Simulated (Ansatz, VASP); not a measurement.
**Al: VASP beside Ansatz**

The input INCAR:

```
PREC     = Accurate       # precision mode
ENCUT    = 520            # plane-wave cutoff, eV
EDIFF    = 1E-6           # SCF threshold, eV
ISMEAR   = 0              # smearing method
SIGMA    = 0.1            # smearing width, eV
LREAL    = F              # projectors in reciprocal space
LASPH    = T              # aspherical terms in the spheres
NELM     = 100            # most SCF steps
ALGO     = Normal         # electronic algorithm
ISIF     = 2              # what is computed and relaxed
LWAVE    = F              # write WAVECAR
LCHARG   = F              # write CHGCAR
GGA      = PS             # functional
NBANDS   = 8              # bands
```

File KPOINTS:

```
regular mesh
0
Gamma
  28 28 28
```

File POSCAR:

```
Al
1.0
    0.0000000000      2.0073684325      2.0073684325
    2.0073684325      0.0000000000      2.0073684325
    2.0073684325      2.0073684325      0.0000000000
Al
1
Direct
    0.0000000000      0.0000000000      0.0000000000
```

Input for Ansatz:

```yaml
crystal:
  lattice:
    - [0.0, 2.0073684325, 2.0073684325]
    - [2.0073684325, 0.0, 2.0073684325]
    - [2.0073684325, 2.0073684325, 0.0]
  atoms:
    - { symbol: Al, position: [0.0, 0.0, 0.0] }
basis:
  ecutwfc: 420
kpoints:
  mp_grid: { grid: [28, 28, 28] }
hamiltonian:
  xc: pbesol
  pseudopotentials: { kind: paw, azcp: { folder: soft_1 } }
scf:
  occupations: { method: gaussian, width: 0.1 }
output:
  forces: true
  stress: true
  eigenvalues: true
```

Alike in both runs: task single point; functional PBEsol; k mesh 28 × 28 × 28; occupations gaussian, width 0.1 eV; no spin polarisation.

|  | VASP | Ansatz |
| --- | --- | --- |
| version | VASP 6.6.1 | Ansatz 0.2.0 |
| potentials or method | VASP PAW PBE potentials, release 64 (Al), cutoff 520 eV | scalar-relativistic, plane waves, PAW |
| valence electrons in the cell | 3 | 3 |

Ansatz gave:

| Item | Value |
| --- | --- |
| gap on the k mesh at the Fermi level (eV) | none |
| pressure (GPa) | 0.0 |

Question: What did VASP give for the same quantities?

Answer: gap on the k mesh at the Fermi level (eV): none; pressure (GPa): 0.1.

VASP's potentials were made for PBE, not for PBEsol, and Ansatz warns of the same on its side. A gap of «none» marks a metal or a gap that the smearing closes.
